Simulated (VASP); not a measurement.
# Sn (a cell with a defect) in VASP: relaxation of the atoms with PBEsol+D3(BJ)

Aim: the relaxation of the atoms of Sn (a cell with a defect) with PBEsol+D3(BJ).

Everything below comes from runs of VASP 6.6.1. Logs are shortened: lines on timing, memory, paths and dates and some standing lists are left out, and cuts for length are marked.

## Step 1: The cell of the first run

The cell holds a defect, 15 atoms: a = 9.145 Å, b = 9.145 Å, c = 9.145 Å, α = 60.00°, β = 60.00°, γ = 60.00°.

## Step 2: Relaxation of the atoms, PBEsol+D3(BJ)

Contents of INCAR:

```
PREC = Accurate
ENCUT = 450
EDIFF = 1E-7
ISMEAR = -1
SIGMA = 0.05
LREAL = False
LASPH = True
NELM = 120
ALGO = Normal
ISIF = 2
LWAVE = False
LCHARG = False
GGA = PS
IVDW = 12
IBRION = 2
NSW = 45
EDIFFG = -0.05
GGA_COMPAT = False
NELMIN = 4
KPAR = 2
NCORE = 2
```

Contents of KPOINTS:

```
Automatic mesh
0
Gamma
  2 2 2
```

Contents of POSCAR:

```
Sn
1.0
    0.0000000000      6.4666800000      6.4666800000
    6.4666800000      0.0000000000      6.4666800000
    6.4666800000      6.4666800000      0.0000000000
Sn
15
Direct
    0.1250000000      0.1250000000      0.1250000000
    0.0000000000      0.0000000000      0.5000000000
    0.1250000000      0.1250000000      0.6250000000
    0.0000000000      0.5000000000      0.0000000000
    0.1250000000      0.6250000000      0.1250000000
    0.0000000000      0.5000000000      0.5000000000
    0.1250000000      0.6250000000      0.6250000000
    0.5000000000      0.0000000000      0.0000000000
    0.6250000000      0.1250000000      0.1250000000
    0.5000000000      0.0000000000      0.5000000000
    0.6250000000      0.1250000000      0.6250000000
    0.5000000000      0.5000000000      0.0000000000
    0.6250000000      0.6250000000      0.1250000000
    0.5000000000      0.5000000000      0.5000000000
    0.6250000000      0.6250000000      0.6250000000
```

Potentials or basis: VASP PAW PBE potentials, release 64 (Sn_d).

Run with:

```bash
$ cat potpaw_PBE.64/Sn_d/POTCAR > POTCAR
$ mpirun -np 4 vasp_std > vasp.out
```

OUTCAR:

```text
PREC = Accurate
   ENCUT = 450
   EDIFF = 1E-7
   ISMEAR = -1
   LREAL = False
   LASPH = True
   NELM = 120
   ISIF = 2
   GGA = PS
   IVDW = 12
   IBRION = 2
   NSW = 45
   EDIFFG = -0.05
   NELMIN = 4
 IVDW          = 12

 ion  position               nearest neighbor table
   1  0.125  0.125  0.125-   2 2.80   4 2.80   8 2.80
   2  0.000  0.000  0.500-   1 2.80   3 2.80   7 2.80  11 2.80
   3  0.125  0.125  0.625-   2 2.80   6 2.80  10 2.80
   4  0.000  0.500  0.000-   1 2.80   5 2.80   7 2.80  13 2.80
   5  0.125  0.625  0.125-   4 2.80   6 2.80  12 2.80
   6  0.000  0.500  0.500-   3 2.80   5 2.80   7 2.80  15 2.80
   7  0.125  0.625  0.625-   2 2.80   4 2.80   6 2.80  14 2.80
   8  0.500  0.000  0.000-   1 2.80   9 2.80  11 2.80  13 2.80
   9  0.625  0.125  0.125-   8 2.80  10 2.80  12 2.80
  10  0.500  0.000  0.500-   3 2.80   9 2.80  11 2.80  15 2.80
  11  0.625  0.125  0.625-   2 2.80   8 2.80  10 2.80  14 2.80
  12  0.500  0.500  0.000-   5 2.80   9 2.80  13 2.80  15 2.80
  13  0.625  0.625  0.125-   4 2.80   8 2.80  12 2.80  14 2.80
  14  0.500  0.500  0.500-   7 2.80  11 2.80  13 2.80  15 2.80
  15  0.625  0.625  0.625-   6 2.80  10 2.80  12 2.80  14 2.80

  LATTYP: Found a face centered cubic cell.
 ALAT       =    12.9333600000

  Lattice vectors:

 A1 = (   0.0000000000,   6.4666800000,   6.4666800000)
 A2 = (   6.4666800000,   0.0000000000,   6.4666800000)
 A3 = (   6.4666800000,   6.4666800000,   0.0000000000)

Analysis of symmetry for initial positions (statically):
=====================================================================
 Subroutine PRICEL returns:
 Original cell was already a primitive cell.

 Routine SETGRP: Setting up the symmetry group for a
 face centered cubic supercell.

 Subroutine GETGRP returns: Found 24 space group operations
 (whereof 24 operations were pure point group operations)
 out of a pool of 48 trial point group operations.

The static configuration has the point symmetry T_d .

Analysis of symmetry for dynamics (positions and initial velocities):
=====================================================================
 Subroutine PRICEL returns:
 Original cell was already a primitive cell.

 Routine SETGRP: Setting up the symmetry group for a
 face centered cubic supercell.

 Subroutine GETGRP returns: Found 24 space group operations
 (whereof 24 operations were pure point group operations)
 out of a pool of 48 trial point group operations.

The dynamic configuration has the point symmetry T_d .

 Subroutine INISYM returns: Found 24 space group operations
 (whereof 24 operations are pure point group operations),
 and found     1 'primitive' translations

----------------------------------------------------------------------------------------

                                     Primitive cell

  volume of cell :     540.8466

  direct lattice vectors                    reciprocal lattice vectors
     0.000000000  6.466680000  6.466680000    -0.077319428  0.077319428  0.077319428
     6.466680000  0.000000000  6.466680000     0.077319428 -0.077319428  0.077319428
     6.466680000  6.466680000  0.000000000     0.077319428  0.077319428 -0.077319428

  length of vectors
     9.145266560  9.145266560  9.145266560     0.133921178  0.133921178  0.133921178

  position of ions in fractional coordinates (direct lattice)
     0.125000000  0.125000000  0.125000000
     0.000000000  0.000000000  0.500000000
     0.125000000  0.125000000  0.625000000
     0.000000000  0.500000000  0.000000000
     0.125000000  0.625000000  0.125000000
     0.000000000  0.500000000  0.500000000
     0.125000000  0.625000000  0.625000000
     0.500000000  0.000000000  0.000000000
     0.625000000  0.125000000  0.125000000
     0.500000000  0.000000000  0.500000000
     0.625000000  0.125000000  0.625000000
     0.500000000  0.500000000  0.000000000
     0.625000000  0.625000000  0.125000000
     0.500000000  0.500000000  0.500000000
     0.625000000  0.625000000  0.625000000

  ion indices of the primitive-cell ions
   primitive index   ion index
                 1           1
                 2           2
                 3           3
                 4           4
                 5           5
                 6           6
                 7           7
                 8           8
                 9           9
                10          10
                11          11
                12          12
                13          13
                14          14
                15          15

----------------------------------------------------------------------------------------

 KPOINTS: Automatic mesh

Automatic generation of k-mesh.
 Grid dimensions read from file:
 generate k-points for:    2    2    2

 Generating k-lattice:

  Cartesian coordinates                     Fractional coordinates (reciprocal lattice)
    -0.038659714  0.038659714  0.038659714     0.500000000  0.000000000  0.000000000
     0.038659714 -0.038659714  0.038659714     0.000000000  0.500000000  0.000000000
     0.038659714  0.038659714 -0.038659714     0.000000000  0.000000000  0.500000000

  Length of vectors
     0.066960589  0.066960589  0.066960589

  Shift w.r.t. Gamma in fractional coordinates (k-lattice)
     0.000000000  0.000000000  0.000000000

 Subroutine IBZKPT returns following result:
 ===========================================

 Found      3 irreducible k-points:

 Following reciprocal coordinates:
            Coordinates               Weight
  0.000000  0.000000  0.000000      1.000000
  0.500000  0.000000  0.000000      4.000000
  0.500000  0.500000  0.000000      3.000000
   k-points           NKPTS =      3   k-points in BZ     NKDIM =      3   number of bands    NBANDS=    126
   number of dos      NEDOS =    301   number of ions     NIONS =     15
   total plane-waves  NPLWV = 262144
   dimension x,y,z NGX =    64 NGY =   64 NGZ =   64
   dimension x,y,z NGXF=   128 NGYF=  128 NGZF=  128
   ions per type =              15
   NGX,Y,Z   is equivalent  to a cutoff of  11.63, 11.63, 11.63 a.u.
   NGXF,Y,Z  is equivalent  to a cutoff of  23.27, 23.27, 23.27 a.u.
 SYSTEM =  unknown system
   PREC   = accura    normal or accurate (medium, high low for compatibility)
   ISTART =      0    job   : 0-new  1-cont  2-samecut
   ICHARG =      2    charge: 1-file 2-atom 10-const
   ISPIN  =      1    spin polarized calculation?
   LNONCOLLINEAR =      F non collinear calculations
   LSORBIT =      F    spin-orbit coupling
   LASPH  =      T    aspherical Exc in radial PAW
   ENCUT  =  450.0 eV  33.07 Ry    5.75 a.u.  15.82 15.82 15.82*2*pi/ulx,y,z
   NELM   =    120;   NELMIN=  4; NELMDL= -5     # of ELM steps
   EDIFF  = 0.1E-06   stopping-criterion for ELM
   LREAL  =      F    real-space projection
   EDIFFG = -.5E-01   stopping-criterion for IOM
   NSW    =     45    number of steps for IOM
   IBRION =      2    ionic relax: 0-MD 1-quasi-New 2-CG
   NFREE  =      1    steps in history (QN), initial steepest desc. (CG)
   ISIF   =      2    stress and relaxation
   ISYM   =      2    0-nonsym 1-usesym 2-fastsym
   POTIM  = 0.5000    time-step for ionic-motion
   TEBEG  =    0.0;   TEEND  =   0.0 temperature during run
   PSTRESS=    0.0 pullay stress
   NELECT =     210.0000    total number of electrons
   NUPDOWN=      -1.0000    fix difference up-down
   EMIN   =  10.00;   EMAX   =-10.00  energy-range for DOS
   EFERMI =   0.00;   METHOD = LEGACY
   ISMEAR =    -1;   SIGMA  =   0.05  broadening in eV -4-tet -1-fermi 0-gaus
   EFERMI_NEDOS =   21; number of points for ismear=-14 and -15
   IALGO  =     38    algorithm
   IMIX   =      4    mixing-type and parameters
     AMIX     =   0.40;   BMIX     =  1.00
     AMIX_MAG =   1.60;   BMIX_MAG =  1.00
  volume/ion in A,a.u.               =      36.06       243.32
  Fermi-wavevector in a.u.,A,eV,Ry     =   1.194327  2.256951 19.407579  1.426417
  Thomas-Fermi vector in A             =   2.330320
   LORBIT       =      0    0 simple, 1 ext, 2 COOP (PROOUT), +10 PAW based schemes
   GGA     = PS    functional components
   LHFCALC =     F    Hartree Fock is set to
   AEXX    =    0.0000 exact exchange contribution
   IVDW    =    12    specifies the selected vdW correction
   LEPSILON=     F    determine dielectric tensor
   LRPA    =     F    only Hartree local field effects (RPA)
 conjugate gradient relaxation of ions
 non-spin polarized calculation
  energy-cutoff  :      450.00
  volume of cell :      540.85
 maximum number of plane-waves:     11791
 NGX is ok and might be reduce to    64
   NGX = 31   NGY = 31   NGZ = 31

--------------------------------------- Ionic step        1  -------------------------------------------

 number of electron     209.9999833 magnetization

 Free energy of the ion-electron system (eV)
  ---------------------------------------------------
  ext. energy  EPLUGINS =         0.00000000
  ---------------------------------------------------
  free energy    TOTEN  =       -60.50726176 eV

  energy without entropy =      -60.50369188  energy(sigma->0) =      -60.50547682

------------------------ aborting loop because EDIFF is reached ----------------------------------------

 Edisp (eV)   -4.66926

 E8    (eV) :    -3.3027
[... 309 lines left out ...]
--------------------------------------- Ionic step        7  -------------------------------------------

 number of electron     209.9999978 magnetization

 Free energy of the ion-electron system (eV)
  ---------------------------------------------------
  ext. energy  EPLUGINS =         0.00000000
  ---------------------------------------------------
  free energy    TOTEN  =       -60.67514359 eV

  energy without entropy =      -60.64297511  energy(sigma->0) =      -60.65905935

 E-fermi :   4.8016     XC(G=0):  -8.8541

 val. band max:        4.7774165889   @ k =   0.0000   0.0000   0.0000
 cond. band min:       4.9309367652   @ k =   0.5000   0.5000   0.0000
 fundamental gap:      0.1535201763
 Fermi energy:         4.8015780961

 k-point     1 :       0.0000    0.0000    0.0000
  band No.  band energies     occupation
      1     -16.7200      2.00000
      2     -16.7200      2.00000
      3     -16.7200      2.00000
      4     -16.7045      2.00000
      5     -16.7045      2.00000
      6     -16.7045      2.00000
[... 109 lines left out ...]
    116       6.4465      0.00000
    117       6.4465      0.00000

 k-point     2 :       0.5000    0.0000    0.0000
  band No.  band energies     occupation
      1     -16.7264      2.00000
      2     -16.7264      2.00000
      3     -16.7203      2.00000
      4     -16.7074      2.00000
      5     -16.7074      2.00000
      6     -16.7055      2.00000
[... 109 lines left out ...]
    116       8.1740      0.00000
    117       8.1740      0.00000

 k-point     3 :       0.5000    0.5000    0.0000
  band No.  band energies     occupation
      1     -16.7261      2.00000
      2     -16.7254      2.00000
      3     -16.7254      2.00000
      4     -16.7119      2.00000
      5     -16.7048      2.00000
      6     -16.7048      2.00000
[... 109 lines left out ...]
    116       8.3468      0.00000
    117       8.7096      0.00000
 [bands above 117 left out]

------------------------ aborting loop because EDIFF is reached ----------------------------------------

 Edisp (eV)   -4.67531

 E8    (eV) :    -3.3071
[... 38 lines left out ...]
  FREE ENERGIE OF THE ION-ELECTRON SYSTEM (eV)
  ---------------------------------------------------
  free  energy   TOTEN  =       -65.3504568417 eV

  energy  without entropy=      -65.3182883555  energy(sigma->0) =      -65.33437260

 reached required accuracy - stopping structural energy minimisation
```

It took 7.1 min on 4 MPI ranks of Intel Xeon Platinum 8488C (Sapphire Rapids), shared host; peak memory 0.41 GiB.

Results:

| Item | Value |
| --- | --- |
| Free energy | -65.3505 eV |
| Energy gained by relaxing | 11.6 meV/atom |
| Ionic steps | 7 |
| Pressure after relaxing | -1.5 GPa |
| Largest force after relaxing | 0.047 eV/Å |
| Dispersion energy per atom | -0.312 eV |

Forces in eV/Å, atoms in the order of the input:
```
Sn  -0.005 -0.005 -0.005
Sn   0.000  0.000 -0.013
Sn   0.005  0.005 -0.005
Sn   0.000 -0.013  0.000
Sn   0.005 -0.005  0.005
Sn   0.013  0.000  0.000
Sn  -0.027  0.027  0.027
Sn  -0.013  0.000  0.000
Sn  -0.005  0.005  0.005
Sn   0.000  0.013  0.000
Sn   0.027 -0.027  0.027
Sn   0.000  0.000  0.013
Sn   0.027  0.027 -0.027
Sn   0.000  0.000  0.000
Sn  -0.027 -0.027 -0.027
```

Step by step:
```tsv
step	energy change (eV)	largest force (eV/Å)	pressure (GPa)
1	0.0000	0.4652	-0.25
2	-0.0396	0.3996	-0.36
3	-0.1178	0.2058	-0.70
4	-0.1072	0.3131	-1.33
5	-0.1385	0.2088	-1.01
6	-0.1654	0.1033	-1.18
7	-0.1739	0.0471	-1.47
```

Final structure:
```
CELL_PARAMETERS angstrom
0.00000 6.46668 6.46668
6.46668 0.00000 6.46668
6.46668 6.46668 0.00000
ATOMIC_POSITIONS crystal
Sn 0.11554 0.11554 0.11554
Sn 0.00201 0.00201 0.49799
Sn 0.11554 0.11554 0.65338
Sn 0.00201 0.49799 0.00201
Sn 0.11554 0.65338 0.11554
Sn 0.00201 0.49799 0.49799
Sn 0.12252 0.62583 0.62583
Sn 0.49799 0.00201 0.00201
Sn 0.65338 0.11554 0.11554
Sn 0.49799 0.00201 0.49799
Sn 0.62583 0.12252 0.62583
Sn 0.49799 0.49799 0.00201
Sn 0.62583 0.62583 0.12252
Sn 0.50000 0.50000 0.50000
Sn 0.62583 0.62583 0.62583
```

Caveat: the k points lie up to 0.42 Å⁻¹ apart; the PAW data sets were made with another functional, which shifts forces and pressure a little; spin-orbit coupling is left out, which moves the levels of the heavy elements; the relaxation stopped at a loose force limit of 0.05 eV/Å, so its end isn't a converged minimum.
